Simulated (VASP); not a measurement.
# Mn3SnH (Pm-3m) in VASP: further runs, part 2 of 2

VASP 6.6.1.

### 3 Relaxation of cell and atoms, BLYP+D3(BJ), collinear spin, ferromagnetic start

This run uses another cell than the first one, of 12.84 Å³/atom.

File INCAR:

```
PREC = Accurate
ENCUT = 600
EDIFF = 1E-7
ISMEAR = -1
SIGMA = 0.1
LREAL = F
LASPH = T
NELM = 150
ALGO = Normal
ISIF = 3
LWAVE = F
LCHARG = F
ISPIN = 2
MAGMOM = 4 4 4 0 0
LORBIT = 11
LMAXMIX = 4
GGA = B5
ALDAX = 1.0
AGGAX = 1.0
AGGAC = 1.0
ALDAC = 0.0
IVDW = 12
VDW_S6 = 1.0
VDW_S8 = 2.6996
VDW_A1 = 0.4298
VDW_A2 = 4.2359
IBRION = 2
NSW = 100
EDIFFG = -0.05
```

File KPOINTS:

```
Automatic mesh
0
Gamma
  5 5 5
```

File POSCAR:

```
Mn3SnH
1.0
    4.0038990000      0.0000000000      0.0000000000
    0.0000000000      4.0038990000      0.0000000000
    0.0000000000      0.0000000000      4.0038990000
Mn Sn H
3 1 1
Direct
    0.5000000000      0.0000000000      0.0000000000
    0.0000000000      0.5000000000      0.0000000000
    0.0000000000      0.0000000000      0.5000000000
    0.5000000000      0.5000000000      0.5000000000
    0.0000000000      0.0000000000      0.0000000000
```

Potentials or basis: VASP PAW PBE potentials, release 64 (Mn_pv, Sn_d, H).

On the command line:

```bash
$ cat potpaw_PBE.64/Mn_pv/POTCAR potpaw_PBE.64/Sn_d/POTCAR potpaw_PBE.64/H/POTCAR > POTCAR
$ mpirun -np 1 vasp_std > vasp.out
```

OUTCAR:

```text
PREC = Accurate
   ENCUT = 600
   EDIFF = 1E-7
   ISMEAR = -1
   LREAL = F
   LASPH = T
   NELM = 150
   ISIF = 3
   ISPIN = 2
   LORBIT = 11
   GGA = B5
   IVDW = 12
   IBRION = 2
   NSW = 100
   EDIFFG = -0.05
 IVDW          = 12

 ion  position               nearest neighbor table
   1  0.500  0.000  0.000-   5 2.00   5 2.00   4 2.83   2 2.83   3 2.83   4 2.83   2 2.83   4 2.83
                             4 2.83   2 2.83   3 2.83   3 2.83   3 2.83   2 2.83
   2  0.000  0.500  0.000-   5 2.00   5 2.00   4 2.83   1 2.83   3 2.83   4 2.83   1 2.83   3 2.83
                             3 2.83   3 2.83   1 2.83   4 2.83   4 2.83   1 2.83
   3  0.000  0.000  0.500-   5 2.00   5 2.00   4 2.83   1 2.83   1 2.83   2 2.83   2 2.83   2 2.83
                             4 2.83   2 2.83   1 2.83   4 2.83   1 2.83   4 2.83
   4  0.500  0.500  0.500-   1 2.83   2 2.83   3 2.83   1 2.83   2 2.83   1 2.83   3 2.83   1 2.83
                             2 2.83   3 2.83   2 2.83   3 2.83
   5  0.000  0.000  0.000-   1 2.00   2 2.00   3 2.00   3 2.00   2 2.00   1 2.00

  LATTYP: Found a simple cubic cell.
 ALAT       =     4.0038990000

  Lattice vectors:

 A1 = (   4.0038990000,   0.0000000000,   0.0000000000)
 A2 = (   0.0000000000,   4.0038990000,   0.0000000000)
 A3 = (   0.0000000000,   0.0000000000,   4.0038990000)

Analysis of symmetry for initial positions (statically):
=====================================================================
 Subroutine PRICEL returns:
 Original cell was already a primitive cell.

 Routine SETGRP: Setting up the symmetry group for a
 simple cubic supercell.

 Subroutine GETGRP returns: Found 48 space group operations
 (whereof 48 operations were pure point group operations)
 out of a pool of 48 trial point group operations.

The static configuration has the point symmetry O_h .

Analysis of symmetry for dynamics (positions and initial velocities):
=====================================================================
 Subroutine PRICEL returns:
 Original cell was already a primitive cell.

 Routine SETGRP: Setting up the symmetry group for a
 simple cubic supercell.

 Subroutine GETGRP returns: Found 48 space group operations
 (whereof 48 operations were pure point group operations)
[... 134 lines left out ...]
   AEXX    =    0.0000 exact exchange contribution
   IVDW    =    12    specifies the selected vdW correction
   LEPSILON=     F    determine dielectric tensor
   LRPA    =     F    only Hartree local field effects (RPA)
 conjugate gradient relaxation of ions
 spin polarized calculation
  energy-cutoff  :      600.00
  volume of cell :       64.19
 maximum number of plane-waves:      2164
 NGX is ok and might be reduce to    32
   NGX = 15   NGY = 15   NGZ = 15

--------------------------------------- Ionic step        1  -------------------------------------------

 number of electron      54.0000000 magnetization      12.0000000

 number of electron      54.0000047 magnetization       7.7476059

 Free energy of the ion-electron system (eV)
  ---------------------------------------------------
  ext. energy  EPLUGINS =         0.00000000
  ---------------------------------------------------
  free energy    TOTEN  =       -29.44768457 eV

  energy without entropy =      -29.29648980  energy(sigma->0) =      -29.37208718

 E-fermi :   9.3950     XC(G=0): -11.6542

 val. band max:        9.3848495911   @ k =   0.4000   0.4000   0.2000
 cond. band min:       9.4521048311   @ k =   0.4000   0.4000   0.2000
 fundamental gap:      0.0672552400
 Fermi energy:         9.3949849187

 spin component 1

 k-point     1 :       0.0000    0.0000    0.0000
  band No.  band energies     occupation
      1     -39.4579      1.00000
      2     -39.4579      1.00000
      3     -39.4579      1.00000
      4     -39.4094      1.00000
      5     -39.4094      1.00000
      6     -39.4094      1.00000
[... 897 lines left out ...]
--------------------------------------- Ionic step        3  -------------------------------------------

 number of electron      53.9999992 magnetization       6.2169903

 Free energy of the ion-electron system (eV)
  ---------------------------------------------------
  ext. energy  EPLUGINS =         0.00000000
  ---------------------------------------------------
  free energy    TOTEN  =       -29.34057148 eV

  energy without entropy =      -29.25787141  energy(sigma->0) =      -29.29922145

 E-fermi :  11.0470     XC(G=0): -12.4076

 val. band max:       11.0183089521   @ k =   0.2000   0.0000   0.0000
 cond. band min:      11.1267157854   @ k =   0.4000   0.2000   0.0000
 fundamental gap:      0.1084068333
 Fermi energy:        11.0469682938

 spin component 1

 k-point     1 :       0.0000    0.0000    0.0000
  band No.  band energies     occupation
      1     -37.6492      1.00000
      2     -37.6492      1.00000
      3     -37.6492      1.00000
      4     -37.5258      1.00000
      5     -37.5258      1.00000
      6     -37.5258      1.00000
[... 848 lines left out ...]
  FREE ENERGIE OF THE ION-ELECTRON SYSTEM (eV)
  ---------------------------------------------------
  free  energy   TOTEN  =       -33.3155292068 eV

  energy  without entropy=      -33.2328291343  energy(sigma->0) =      -33.27417917

 reached required accuracy - stopping structural energy minimisation

 total charge

# of ion       s       p       d       tot
------------------------------------------
    1        0.301   6.296   5.239  11.836
    2        0.301   6.296   5.239  11.836
    3        0.301   6.296   5.239  11.836
    4        1.112   1.458  10.097  12.667
    5        0.540   0.034   0.000   0.574
--------------------------------------------------
tot          2.554  20.380  25.815  48.748

 magnetization (x)

# of ion       s       p       d       tot
------------------------------------------
    1        0.006   0.013   2.051   2.070
    2        0.006   0.013   2.051   2.070
    3        0.006   0.013   2.051   2.070
    4       -0.013  -0.152   0.035  -0.130
    5       -0.026   0.005   0.000  -0.021
--------------------------------------------------
tot         -0.021  -0.108   6.189   6.060
```

OSZICAR:

```text
N       E                     dE             d eps       ncg     rms          rms(c)
DAV:   1     0.656642647216E+03    0.65664E+03   -0.31727E+04  1534   0.230E+03
[... 37 lines left out ...]
DAV:   5    -0.293407652143E+02    0.19332E-02   -0.32282E-03  2092   0.512E-01    0.103E-01
DAV:   6    -0.293405800879E+02    0.18513E-03   -0.29073E-04  1876   0.160E-01    0.373E-02
DAV:   7    -0.293405685868E+02    0.11501E-04   -0.54850E-05  1658   0.556E-02    0.134E-02
DAV:   8    -0.293405701307E+02   -0.15439E-05   -0.20858E-06  1848   0.112E-02    0.615E-03
DAV:   9    -0.293405710900E+02   -0.95930E-06   -0.44793E-07  1418   0.432E-03    0.263E-03
DAV:  10    -0.293405714537E+02   -0.36369E-06   -0.17660E-07  1110   0.341E-03    0.821E-04
DAV:  11    -0.293405714814E+02   -0.27689E-07   -0.14480E-08   760   0.110E-03
   3 F= -.33315529E+02 E0= -.33274179E+02  d E =-.423020E+00  mag=     6.2170
```

CONTCAR:

```text
Mn3SnH
   1.00000000000000
     3.8261313121190512    0.0000000000000000   -0.0000000000000000
     0.0000000000000000    3.8261313121190512   -0.0000000000000000
    -0.0000000000000000   -0.0000000000000000    3.8261313121190512
  Mn              Sn              H
     3     1     1
Direct
     0.5000000000000000    0.0000000000000000    0.0000000000000000
     0.0000000000000000    0.5000000000000000    0.0000000000000000
     0.0000000000000000    0.0000000000000000    0.5000000000000000
     0.5000000000000000    0.5000000000000000    0.5000000000000000
     0.0000000000000000    0.0000000000000000    0.0000000000000000

  0.00000000E+00  0.00000000E+00  0.00000000E+00
  0.00000000E+00  0.00000000E+00  0.00000000E+00
  0.00000000E+00  0.00000000E+00  0.00000000E+00
  0.00000000E+00  0.00000000E+00  0.00000000E+00
  0.00000000E+00  0.00000000E+00  0.00000000E+00
```

Wall time 5.5 min (1 thread of Oxide Virtual Turin-like, shared host); peak memory 0.21 GiB.

Results:

- Free energy: -33.3155 eV
- Relaxed volume: 11.20 Å³/atom
- Relaxed cell: a = 3.826 Å, b = 3.826 Å, c = 3.826 Å, α = 90.00°, β = 90.00°, γ = 90.00°
- Space group after relaxing (to 0.1 Å): Pm-3m (No. 221)
- Energy gained by relaxing: 84.6 meV/atom
- Ionic steps: 3
- Pressure after relaxing: 0.3 GPa
- Net moment: 6.22 μB per cell
- Site moments: Mn +2.07; Sn -0.13; H -0.02 μB
- Valence electrons inside the program's atomic spheres: Mn 11.84; Sn 12.67; H 0.57
- Dispersion energy per atom: -0.795 eV

The path:
```
step  energy change (eV)  largest force (eV/Å)  pressure (GPa)  volume (Å³)
   1              0.0000                0.0000          -12.70        64.19
   2             -0.4152                0.0000            2.82        55.19
   3             -0.4230                0.0000            0.26        56.01
```

Final structure:
```cif
data_structure
_symmetry_space_group_name_H-M 'P 1'
_symmetry_Int_Tables_number 1
_cell_length_a 3.8261
_cell_length_b 3.8261
_cell_length_c 3.8261
_cell_angle_alpha 90.000
_cell_angle_beta 90.000
_cell_angle_gamma 90.000
_cell_volume 56.01
loop_
_atom_site_label
_atom_site_type_symbol
_atom_site_fract_x
_atom_site_fract_y
_atom_site_fract_z
_atom_site_occupancy
Mn1 Mn 0.50000 0.00000 0.00000 1
Mn2 Mn 0.00000 0.50000 0.00000 1
Mn3 Mn 0.00000 0.00000 0.50000 1
Sn1 Sn 0.50000 0.50000 0.50000 1
H1 H 0.00000 0.00000 0.00000 1
```

Caveat: the PAW data sets were made with another functional, which shifts forces and pressure a little; spin-orbit coupling is left out, which moves the levels of the heavy elements.

### 4 Relaxation of cell and atoms, PBEsol, collinear spin, ferromagnetic start

This run uses another cell than the first one, of 12.84 Å³/atom.

File INCAR:

```
SYSTEM = Mn3SnH
  PREC = Accurate
  ENCUT = 600
  EDIFF = 1E-6
  ISMEAR = -1
  SIGMA = 0.1
  LREAL = .False.
  LASPH = .True.
  NELM = 150
  ALGO = Normal
  ISIF = 3
  LWAVE = .False.
  LCHARG = .False.
  ISPIN = 2
  MAGMOM = 4 4 4 0 0
  LORBIT = 11
  LMAXMIX = 4
  GGA = PS
  IBRION = 2
  NSW = 100
  EDIFFG = -0.05
```

File KPOINTS:

```
Automatic mesh
0
Gamma
  5 5 5
  0 0 0
```

POSCAR is that of step 3.

On the command line:

```bash
$ cat potpaw_PBE.64/Mn_pv/POTCAR potpaw_PBE.64/Sn_d/POTCAR potpaw_PBE.64/H/POTCAR > POTCAR
$ mpirun -np 1 vasp_std > vasp.out
```

Wall time 3.4 min (1 thread of Oxide Virtual Turin-like, shared host); peak memory 0.2 GiB.

Results (log left out):

* Free energy: -36.8654 eV
* Relaxed volume: 10.99 Å³/atom
* Relaxed cell: a = 3.801 Å, b = 3.801 Å, c = 3.801 Å, α = 90.00°, β = 90.00°, γ = 90.00°
* Space group after relaxing (to 0.1 Å): Pm-3m (No. 221)
* Energy gained by relaxing: 111.7 meV/atom
* Ionic steps: 3
* Pressure after relaxing: 0.2 GPa
* Net moment: 6.20 μB per cell
* Site moments: Mn +2.06; Sn -0.12; H -0.02 μB
* Valence electrons inside the program's atomic spheres: Mn 11.82; Sn 12.68; H 0.55

Step by step:
```
step  energy change (eV)  largest force (eV/Å)  pressure (GPa)  volume (Å³)
   1              0.0000                0.0000          -14.74        64.19
   2             -0.5440                0.0000            4.08        53.83
   3             -0.5585                0.0000            0.19        54.94
```

Final structure:
```
Mn Sn H
1.0
     3.80149    0.00000    0.00000
     0.00000    3.80149    0.00000
     0.00000    0.00000    3.80149
Mn Sn H
3 1 1
Direct
  0.50000 0.00000 0.00000
  0.00000 0.50000 0.00000
  0.00000 0.00000 0.50000
  0.50000 0.50000 0.50000
  0.00000 0.00000 0.00000
```

Levels at points of the mesh, in eV from the Fermi level:
Spin up:
```tsv
k point	band 27	band 28	band 29	band 30	band 31	band 32	band 33	band 34
(0.00, 0.00, 0.00)	-0.79	-0.63	-0.63	0.24	0.67	0.67	0.67	3.45
```
Spin down:
| k point | band 22 | band 23 | band 24 | band 25 | band 26 | band 27 |
| --- | --- | --- | --- | --- | --- | --- |
| (0.00, 0.00, 0.00) | -0.57 | -0.57 | -0.57 | 0.98 | 0.98 | 0.98 |

Caveat: the PAW data sets were made with another functional, which shifts forces and pressure a little; spin-orbit coupling is left out, which moves the levels of the heavy elements.

### 5 Relaxation of cell and atoms, LDA, collinear spin, ferromagnetic start

This run uses another cell than the first one, of 12.84 Å³/atom.

File INCAR:

```
ALGO = Normal
EDIFF = 1E-7
EDIFFG = -0.05
ENCUT = 600
IBRION = 2
ISIF = 3
ISMEAR = -1
ISPIN = 2
LASPH = T
LCHARG = F
LMAXMIX = 4
LORBIT = 11
LREAL = F
LWAVE = F
MAGMOM = 4 4 4 0 0
NELM = 150
NSW = 100
PREC = Accurate
SIGMA = 0.1
```

File KPOINTS:

```
k-points
0
Gamma
  5 5 5
```

POSCAR is that of step 4.

Potentials or basis: VASP PAW LDA potentials, release 64 (Mn_pv, Sn_d, H).

On the command line:

```bash
$ cat potpaw_LDA.64/Mn_pv/POTCAR potpaw_LDA.64/Sn_d/POTCAR potpaw_LDA.64/H/POTCAR > POTCAR
$ mpirun -np 1 vasp_std > vasp.out
```

Wall time 3.3 min (1 thread of Oxide Virtual Turin-like, shared host); peak memory 0.17 GiB.

The run converged. Its results:

```yaml
Free_energy: -38.1534 eV
Relaxed_volume: 10.60 Å³/atom
Relaxed_cell: a = 3.757 Å, b = 3.757 Å, c = 3.757 Å, α = 90.00°, β = 90.00°, γ = 90.00°
Space_group_after_relaxing_to_0.1_Å: Pm-3m (No. 221)
Energy_gained_by_relaxing: 198.0 meV/atom
Ionic_steps: 3
Pressure_after_relaxing: 0.3 GPa
Net_moment: 5.80 μB per cell
Site_moments: Mn +1.90; Sn -0.08; H -0.01 μB
Valence_electrons_inside_the_program's_atomic_spheres: Mn 11.90; Sn 12.75; H 0.56
```

The path:
| step | energy change (eV) | largest force (eV/Å) | pressure (GPa) | volume (Å³) |
| --- | --- | --- | --- | --- |
| 1 | 0.0000 | 0.0000 | -22.35 | 64.19 |
| 2 | -0.7508 | 0.0000 | 19.94 | 48.95 |
| 3 | -0.9901 | 0.0000 | 0.26 | 53.02 |

Final structure:
```
Mn Sn H
1.0
     3.75680    0.00000    0.00000
     0.00000    3.75680    0.00000
     0.00000    0.00000    3.75680
Mn Sn H
3 1 1
Direct
  0.50000 0.00000 0.00000
  0.00000 0.50000 0.00000
  0.00000 0.00000 0.50000
  0.50000 0.50000 0.50000
  0.00000 0.00000 0.00000
```

Levels at points of the mesh, in eV from the Fermi level:
Spin up:
```tsv
k point	band 26	band 27	band 28	band 29	band 30	band 31	band 32	band 33	band 34	band 35
(0.00, 0.00, 0.00)	-0.73	-0.73	-0.37	-0.37	0.46	0.82	0.82	0.82	3.88	7.32
```
Spin down:
| k point | band 20 | band 21 | band 22 | band 23 | band 24 | band 25 | band 26 | band 27 | band 28 | band 29 |
| --- | --- | --- | --- | --- | --- | --- | --- | --- | --- | --- |
| (0.00, 0.00, 0.00) | -2.03 | -2.03 | -0.46 | -0.46 | -0.46 | 0.75 | 0.75 | 0.75 | 1.66 | 1.66 |

Caveat: the volume moved by over 15 % at a fixed basis, so the end points are rough; spin-orbit coupling is left out, which moves the levels of the heavy elements.

### 6 Summary

```tsv
task	level	potentials or basis	cell	cutoff (eV)	gap on the mesh (eV)	pressure (GPa)	moment (μB)	relaxed volume (Å³/atom)
single point	BLYP+D3(BJ)	VASP PAW PBE potentials, release 64 (Mn_pv, Sn_d, H)	a = 3.826 Å, 5 atoms	520	none	0.3	6.22	-
relaxation of cell and atoms	BLYP+D3(BJ)	VASP PAW PBE potentials, release 64 (Mn_pv, Sn_d, H)	relaxed from a = 4.004 Å, 5 atoms	600	none	0.3	6.22	11.20
relaxation of cell and atoms	PBEsol	VASP PAW PBE potentials, release 64 (Mn_pv, Sn_d, H)	relaxed from a = 4.004 Å, 5 atoms	600	none	0.2	6.20	10.99
relaxation of cell and atoms	LDA	VASP PAW LDA potentials, release 64 (Mn_pv, Sn_d, H)	relaxed from a = 4.004 Å, 5 atoms	600	none	0.3	5.80	10.60
```

Alike in all rows: spin collinear, ferromagnetic start; k mesh 5 × 5 × 5; smearing fermi-dirac 0.1 eV.

Caveats: spin-orbit coupling is left out, which moves the levels of the heavy elements; the PAW data sets were made with another functional, which shifts forces and pressure a little (at least some runs); the volume moved by over 15 % at a fixed basis, so the end points are rough (at least some runs).

Total energies depend on the potentials used, so only differences within one code and one set of settings carry meaning.

The gap in the log of VASP goes by the Fermi energy; the results here count the filled bands.